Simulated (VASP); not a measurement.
Here is a VASP 6.6.1 calculation.

File INCAR:

```
ALGO = Normal
EDIFF = 1E-7
ENCUT = 520
GGA = PE
ISIF = 2
ISMEAR = -1
LASPH = T
LCHARG = F
LREAL = F
LWAVE = F
NBANDS = 19
NELM = 100
PREC = Accurate
SIGMA = 0.05
```

The input KPOINTS:

```
k-points
0
Gamma
  11 11 11
```

Contents of POSCAR:

```
Hg
1.0
    0.0000000000      3.5007375682      3.5007375682
    3.5007375682      0.0000000000      3.5007375682
    3.5007375682      3.5007375682      0.0000000000
Hg
2
Direct
   -0.1250000000     -0.1250000000     -0.1250000000
    0.1250000000      0.1250000000      0.1250000000
```

Potentials or basis: VASP PAW PBE potentials, release 64 (Hg).

Command:

```sh
$ cat potpaw_PBE.64/Hg/POTCAR > POTCAR
$ mpirun -np 1 vasp_std > vasp.out
```

Predict the band gap on the k mesh.

zero (bands 12 and 13 overlap by 1.60 eV).

Predict the pressure.

0.5 GPa.

Caveat: spin-orbit coupling is left out, which moves the levels of the heavy elements.
